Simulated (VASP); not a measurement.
# HPbNO4 (P1) in VASP: a series of runs

Aim: see how the results for HPbNO4 move with the level of theory and the settings. Levels: PBE, PBE+D3(BJ). Tasks: single point.

Program: VASP 6.6.1. These are calculated values, not measurements. Logs are shortened: lines on timing, memory, paths and dates and some standing lists are left out, and cuts for length are marked.

## Step 1: The cell of the first run

The typed cell holds 14 atoms: a = 4.120 Å, b = 6.427 Å, c = 8.387 Å, α = 67.04°, β = 89.96°, γ = 89.98°.

## Step 2: Single point, PBE

Input file INCAR:

```
SYSTEM = HPbNO4
ALGO = Normal ; EDIFF = 1E-6
ENCUT = 520 ; GGA = PE
ISIF = 2 ; ISMEAR = -1
LASPH = .TRUE. ; LCHARG = .FALSE.
LREAL = .FALSE. ; LWAVE = .FALSE.
NBANDS = 57 ; NELM = 80
PREC = Accurate ; SIGMA = 0.05
```

Input file KPOINTS:

```
k-points
0
G
  5 4 3
  0 0 0
```

Input file POSCAR:

```
HPbNO4
1.0
    4.1204000000     -0.0008100000     -0.0112000000
    0.0040400000      6.4272200000      0.0536000000
    0.0279100000      3.2070700000      7.7499400000
H Pb N O
2 2 2 8
Direct
    0.9036600000      0.2182100000      0.4885100000
    0.4033700000      0.7817700000      0.5114200000
    0.3945500000      0.3086300000      0.7072500000
    0.8948900000      0.6913500000      0.2926600000
    0.6340900000      0.1999000000      0.2073000000
    0.1338600000      0.8001200000      0.7927500000
    0.9082900000      0.3286600000      0.5436900000
    0.5379200000      0.3907600000      0.1949700000
    0.5348300000      0.1127900000      0.1060200000
    0.8371800000      0.0888700000      0.3267200000
    0.4081700000      0.6713200000      0.4562400000
    0.0377400000      0.6092400000      0.8052000000
    0.0342900000      0.8873700000      0.8939700000
    0.3371600000      0.9110100000      0.6733000000
```

Potentials or basis: VASP PAW PBE potentials, release 64 (H, Pb_d, N, O).

Run with:

```bash
cat potpaw_PBE.64/H/POTCAR potpaw_PBE.64/Pb_d/POTCAR potpaw_PBE.64/N/POTCAR potpaw_PBE.64/O/POTCAR > POTCAR
mpirun -np 1 vasp_std > vasp.out
```

OUTCAR:

```text
SYSTEM = HPbNO4
   EDIFF = 1E-6
   ENCUT = 520
   GGA = PE
   ISIF = 2
   ISMEAR = -1
   LASPH = .TRUE.
   LREAL = .FALSE.
   NELM = 80
   PREC = Accurate

 ion  position               nearest neighbor table
   1  0.904  0.218  0.489-   7 0.99
   2  0.403  0.782  0.511-  11 0.99
   3  0.395  0.309  0.707-   7 2.40  11 2.46   7 2.50  14 2.69  12 2.79  13 2.95   4 3.96   4 3.96

   4  0.895  0.691  0.293-  11 2.40   7 2.46  11 2.50  10 2.69   8 2.79   9 2.95   3 3.96   3 3.96

   5  0.634  0.200  0.207-   8 1.25   9 1.25  10 1.29
   6  0.134  0.800  0.793-  12 1.25  13 1.25  14 1.29
   7  0.908  0.329  0.544-   1 0.99   3 2.40   4 2.46   3 2.50
   8  0.538  0.391  0.195-   5 1.25   4 2.79
   9  0.535  0.113  0.106-   5 1.25   4 2.95
  10  0.837  0.089  0.327-   5 1.29   4 2.69
  11  0.408  0.671  0.456-   2 0.99   4 2.40   3 2.46   4 2.50
  12  0.038  0.609  0.805-   6 1.25   3 2.79
  13  0.034  0.887  0.894-   6 1.25   3 2.95
  14  0.337  0.911  0.673-   6 1.29   3 2.69

  LATTYP: Found a triclinic cell.
 ALAT       =     8.3873504134
 B/A-ratio  =     0.7663260086
 C/A-ratio  =     0.4912654293
 COS(alpha) =     0.0004093095
 COS(beta)  =     0.0007408501
 COS(gamma) =     0.3900640650

  Lattice vectors:

 A1 = (  -0.0279100000,  -3.2070700000,  -7.7499400000)
 A2 = (  -0.0040400000,  -6.4272200000,  -0.0536000000)
 A3 = (  -4.1204000000,   0.0008100000,   0.0112000000)

Analysis of symmetry for initial positions (statically):
=====================================================================
 Subroutine PRICEL returns:
 Original cell was already a primitive cell.

 Routine SETGRP: Setting up the symmetry group for a
 triclinic supercell.

 Subroutine GETGRP returns: Found  1 space group operations
 (whereof  1 operations were pure point group operations)
 out of a pool of  2 trial point group operations.

The static configuration has the point symmetry C_1 .

Analysis of symmetry for dynamics (positions and initial velocities):
=====================================================================
 Subroutine PRICEL returns:
[... 140 lines left out ...]
   ISYM   =      2    0-nonsym 1-usesym 2-fastsym
   POTIM  = 0.5000    time-step for ionic-motion
   TEBEG  =    0.0;   TEEND  =   0.0 temperature during run
   PSTRESS=    0.0 pullay stress
   NELECT =      88.0000    total number of electrons
   NUPDOWN=      -1.0000    fix difference up-down
   EMIN   =  10.00;   EMAX   =-10.00  energy-range for DOS
   EFERMI =   0.00;   METHOD = LEGACY
   ISMEAR =    -1;   SIGMA  =   0.05  broadening in eV -4-tet -1-fermi 0-gaus
   EFERMI_NEDOS =   21; number of points for ismear=-14 and -15
   IALGO  =     38    algorithm
   IMIX   =      4    mixing-type and parameters
     AMIX     =   0.40;   BMIX     =  1.00
     AMIX_MAG =   1.60;   BMIX_MAG =  1.00
  volume/ion in A,a.u.               =      14.61        98.59
  Fermi-wavevector in a.u.,A,eV,Ry     =   1.235894  2.335501 20.782000  1.527434
  Thomas-Fermi vector in A             =   2.370525
   LORBIT       =      0    0 simple, 1 ext, 2 COOP (PROOUT), +10 PAW based schemes
   GGA     = PE    functional components
   LHFCALC =     F    Hartree Fock is set to
   AEXX    =    0.0000 exact exchange contribution
   IVDW    =     0    specifies the selected vdW correction
   LEPSILON=     F    determine dielectric tensor
   LRPA    =     F    only Hartree local field effects (RPA)
 non-spin polarized calculation
  energy-cutoff  :      520.00
  volume of cell :      204.53
 maximum number of plane-waves:      5534
   NGX = 15   NGY = 23   NGZ = 31

 number of electron      88.0000007 magnetization

 Free energy of the ion-electron system (eV)
  ---------------------------------------------------
  ext. energy  EPLUGINS =         0.00000000
  ---------------------------------------------------
  free energy    TOTEN  =       -81.25908360 eV

  energy without entropy =      -81.25908360  energy(sigma->0) =      -81.25908360

 E-fermi :   1.7093     XC(G=0):  -8.5864

 val. band max:        0.5680132466   @ k =   0.0000   0.2500   0.3333
 cond. band min:       3.8488513157   @ k =   0.4000   0.2500   0.0000
 fundamental gap:      3.2808380691
 Fermi energy:         1.7093455790

 k-point     1 :       0.0000    0.0000    0.0000
  band No.  band energies     occupation
      1     -24.9877      2.00000
      2     -24.9743      2.00000
      3     -19.6394      2.00000
      4     -19.6297      2.00000
      5     -19.3301      2.00000
      6     -19.2849      2.00000
[... 1405 lines left out ...]
     55       9.8668      0.00000
     56      10.2280      0.00000

 [... further k-points ...]

 [bands above 56 left out]

------------------------ aborting loop because EDIFF is reached ----------------------------------------

  FORCE on cell =-STRESS in cart. coord.  units (eV):
  Direction    XX          YY          ZZ          XY          YZ          ZX
  --------------------------------------------------------------------------------------
  -------------------------------------------------------------------------------------
  Total        0.2414524      1.4171434      0.5891344      0.0000286      0.3151594     -0.0025924
  in kB        1.8913788     11.1009680      4.6148912      0.0002240      2.4687511     -0.0203074
  external PRESSURE =       5.8690793 kB  Pullay stress =       0.0000000 kB

 VOLUME and BASIS-vectors are now :
 -----------------------------------------------------------------------------
  energy-cutoff  :      520.00
  volume of cell :      204.53
      direct lattice vectors                 reciprocal lattice vectors
     4.120400000 -0.000810000 -0.011200000     0.242692644 -0.000145765 -0.000813693
     0.004040000  6.427220000  0.053600000    -0.000144924  0.156127154 -0.064607812
     0.027910000  3.207070000  7.749940000     0.000351735 -0.001080015  0.129478921

 POSITION                                       TOTAL-FORCE (eV/Angst)
 -----------------------------------------------------------------------------------
      3.73796      2.96844      3.78750        -0.002486     -0.094131     -0.045607
      1.67948      6.66444      4.00086        -0.001631      0.094416      0.046044
      1.64669      4.25151      5.49327         0.005831      0.006035      0.013003
      3.69827      5.38131      2.29513         0.005484     -0.005786     -0.012679
      2.61930      1.94911      1.61018         0.042678     -0.005957      0.045353
      0.57691      7.68484      6.18515         0.039670      0.004140     -0.043292
      3.75902      3.85529      4.22101        -0.001473      0.068847      0.038932
      2.22347      3.13635      1.52593        -0.120513      0.389954     -0.020140
      2.20713      1.06451      0.82170        -0.132163     -0.295742     -0.258346
      3.45899      1.61832      2.52745         0.208089     -0.076809      0.231923
      1.69727      5.77758      3.56724        -0.001718     -0.069431     -0.039647
      0.18044      6.49802      6.27248        -0.120001     -0.388404      0.020741
      0.16982      8.57032      6.97539        -0.129564      0.295682      0.258308
      1.41171      8.01431      5.26309         0.207798      0.077187     -0.234596
 -----------------------------------------------------------------------------------
    total drift:                               -0.000794      0.000034      0.000054

  FREE ENERGIE OF THE ION-ELECTRON SYSTEM (eV)
  ---------------------------------------------------
  free  energy   TOTEN  =       -81.2590836042 eV

  energy  without entropy=      -81.2590836041  energy(sigma->0) =      -81.25908360
```

Wall time 12 min (1 thread of AMD EPYC 7R43 (Zen 3), shared host); peak memory 0.43 GiB.

Results:

```yaml
Free_energy: -81.2591 eV
Pressure: 0.6 GPa
Largest_force: 0.414 eV/Å
Band_gap_on_the_k_mesh: 3.28 eV (least direct gap 3.36 eV)
```

Forces in eV/Å, atoms in the order of the input:
```
H   -0.002 -0.094 -0.046
H   -0.002  0.094  0.046
Pb   0.006  0.006  0.013
Pb   0.005 -0.006 -0.013
N    0.043 -0.006  0.045
N    0.040  0.004 -0.043
O   -0.001  0.069  0.039
O   -0.121  0.390 -0.020
O   -0.132 -0.296 -0.258
O    0.208 -0.077  0.232
O   -0.002 -0.069 -0.040
O   -0.120 -0.388  0.021
O   -0.130  0.296  0.258
O    0.208  0.077 -0.235
```

Levels at points of the mesh, in eV from the valence-band top:
```tsv
k point	band 42	band 43	band 44	band 45	band 46	band 47
(0.00, 0.00, 0.00)	-0.29	-0.20	-0.16	3.37	3.53	4.56
(0.00, 0.50, 0.00)	-0.41	-0.34	-0.16	3.48	3.61	4.35
```

Caveat: the standard files for N, O and F lose accuracy on very short bonds; spin-orbit coupling is left out, which moves the levels of the heavy elements.

## Step 3: Single point, PBE+D3(BJ)

This run uses another cell than the first one, of 14.04 Å³/atom.

Input file INCAR:

```
ALGO = Normal
EDIFF = 1E-7
ENCUT = 520
GGA = PE
ISIF = 2
ISMEAR = -1
IVDW = 12
LASPH = T
LCHARG = T
LELF = T
LREAL = F
LVHAR = T
LWAVE = F
NBANDS = 57
NELM = 100
PREC = Accurate
SIGMA = 0.05
```

Input file KPOINTS:

```
k-points
0
Gamma
  5 4 3
```

Input file POSCAR:

```
HPbNO4
1.0
    4.0434955079     -0.0014306313     -0.0118077169
    0.0030172114      6.3950212773      0.0664557487
    0.0254504090      3.2074611849      7.6349191527
H Pb N O
2 2 2 8
Direct
    0.9206797922      0.2176768152      0.4835774247
    0.4206153428      0.7823179214      0.5164078676
    0.4189623031      0.3036762150      0.7136658827
    0.9190961300      0.6963182761      0.2863151906
    0.6183778179      0.2067701509      0.2058854812
    0.1182222690      0.7932327272      0.7941262491
    0.9293426311      0.3267330301      0.5408357137
    0.5178413016      0.3983626864      0.1928786174
    0.5072602826      0.1148927667      0.1082116111
    0.8378145090      0.1003237811      0.3211436401
    0.4293346557      0.6732675911      0.4591428720
    0.0176971379      0.6016362847      0.8071609664
    0.0070094571      0.8851410380      0.8917874746
    0.3377463702      0.8996507163      0.6788610089
```

Potentials or basis: VASP PAW PBE potentials, release 64 (H, Pb_d, N, O).

Run with:

```bash
cat potpaw_PBE.64/H/POTCAR potpaw_PBE.64/Pb_d/POTCAR potpaw_PBE.64/N/POTCAR potpaw_PBE.64/O/POTCAR > POTCAR
mpirun -np 1 vasp_std > vasp.out
```

OUTCAR:

```text
EDIFF = 1E-7
   ENCUT = 520
   GGA = PE
   ISIF = 2
   ISMEAR = -1
   IVDW = 12
   LASPH = T
   LREAL = F
   NELM = 100
   PREC = Accurate
 IVDW          = 12

 ion  position               nearest neighbor table
   1  0.921  0.218  0.484-   7 0.99
   2  0.421  0.782  0.516-  11 0.99
[... 1667 lines left out ...]

 VOLUME and BASIS-vectors are now :
 -----------------------------------------------------------------------------
  energy-cutoff  :      520.00
  volume of cell :      196.57
      direct lattice vectors                 reciprocal lattice vectors
     4.043495508 -0.001430631 -0.011807717     0.247308461 -0.000108589 -0.000778765
     0.003017211  6.395021277  0.066455749    -0.000137105  0.157057361 -0.065979991
     0.025450409  3.207461185  7.634919153     0.000383666 -0.001367224  0.131550254

 POSITION                                       TOTAL-FORCE (eV/Angst)
 -----------------------------------------------------------------------------------
      3.73573      2.94179      3.69567        -0.003371     -0.092640     -0.045966
      1.71626      6.65870      3.98976        -0.002909      0.092549      0.045882
      1.71315      4.23047      5.46402         0.007135      0.006478      0.028135
      3.72575      5.37000      2.22142         0.007076     -0.006496     -0.028342
      2.50627      1.98178      1.57836         0.039727     -0.006498      0.035716
      0.50064      7.61970      6.11441         0.039759      0.006766     -0.035706
      3.77254      3.82284      4.13998         0.002561      0.060729      0.038965
      2.10000      3.16545      1.49297        -0.129710      0.384881     -0.023335
      2.05421      1.08110      0.82783        -0.141754     -0.290242     -0.237775
      3.39618      1.67043      2.44868         0.225373     -0.071145      0.226068
      1.74973      5.77763      3.54519         0.002153     -0.060795     -0.038424
      0.09392      6.43639      6.20238        -0.129939     -0.384988      0.024016
      0.05371      8.52086      6.86747        -0.140055      0.290357      0.238211
      1.38567      7.93022      5.23885         0.223955      0.071046     -0.227445
 -----------------------------------------------------------------------------------
    total drift:                                0.000683      0.000010     -0.000005

  FREE ENERGIE OF THE ION-ELECTRON SYSTEM (eV)
  ---------------------------------------------------
  free  energy   TOTEN  =       -82.7650664358 eV

  energy  without entropy=      -82.7650664357  energy(sigma->0) =      -82.76506644
```

OSZICAR:

```text
N       E                     dE             d eps       ncg     rms          rms(c)
DAV:   1     0.106516650341E+04    0.10652E+04   -0.43266E+04  3534   0.162E+03
DAV:   2     0.804744888773E+02   -0.98469E+03   -0.92631E+03  3918   0.447E+02
DAV:   3    -0.806139559949E+02   -0.16109E+03   -0.15643E+03  4200   0.204E+02
DAV:   4    -0.903735160210E+02   -0.97596E+01   -0.96436E+01  4596   0.549E+01
DAV:   5    -0.908169348022E+02   -0.44342E+00   -0.44267E+00  5028   0.109E+01    0.208E+01
DAV:   6    -0.812084994269E+02    0.96084E+01   -0.35799E+01  4851   0.328E+01    0.798E+00
DAV:   7    -0.813074567974E+02   -0.98957E-01   -0.48074E+00  4332   0.105E+01    0.508E+00
DAV:   8    -0.812769296902E+02    0.30527E-01   -0.12057E+00  4666   0.599E+00    0.176E+00
DAV:   9    -0.812244027161E+02    0.52527E-01   -0.17772E-01  4764   0.294E+00    0.610E-01
DAV:  10    -0.812284507207E+02   -0.40480E-02   -0.79050E-02  4336   0.126E+00    0.329E-01
DAV:  11    -0.812286940341E+02   -0.24331E-03   -0.81281E-03  4892   0.640E-01    0.837E-02
DAV:  12    -0.812290267694E+02   -0.33274E-03   -0.78661E-04  4401   0.170E-01    0.348E-02
DAV:  13    -0.812291110416E+02   -0.84272E-04   -0.14879E-04  4620   0.620E-02    0.182E-02
DAV:  14    -0.812291160182E+02   -0.49766E-05   -0.23143E-05  5242   0.283E-02    0.573E-03
DAV:  15    -0.812291183198E+02   -0.23016E-05   -0.38066E-06  4076   0.958E-03    0.332E-03
DAV:  16    -0.812291187294E+02   -0.40958E-06   -0.88471E-07  4433   0.619E-03    0.924E-04
DAV:  17    -0.812291188281E+02   -0.98767E-07   -0.15692E-07  3348   0.221E-03
   1 F= -.82765066E+02 E0= -.82765066E+02  d E =-.246236E-10
```

It took 6.5 min on 1 thread of Intel Xeon Platinum 8488C (Sapphire Rapids), shared host; peak memory 0.46 GiB.

What came out:

* Free energy: -82.7651 eV
* Pressure: 0.6 GPa
* Largest force: 0.407 eV/Å
* Band gap on the k mesh: 3.22 eV (least direct gap 3.30 eV)
* Dispersion energy per atom: -0.110 eV

Forces on the atoms (eV/Å):
```
H   -0.003 -0.093 -0.046
H   -0.003  0.093  0.046
Pb   0.007  0.006  0.028
Pb   0.007 -0.006 -0.028
N    0.040 -0.006  0.036
N    0.040  0.007 -0.036
O    0.003  0.061  0.039
O   -0.130  0.385 -0.023
O   -0.142 -0.290 -0.238
O    0.225 -0.071  0.226
O    0.002 -0.061 -0.038
O   -0.130 -0.385  0.024
O   -0.140  0.290  0.238
O    0.224  0.071 -0.227
```

Caveat: the standard files for N, O and F lose accuracy on very short bonds; three body term missing; spin-orbit coupling is left out, which moves the levels of the heavy elements. A k mesh can miss the band edges.

(Part 1 of 2 ends here.)
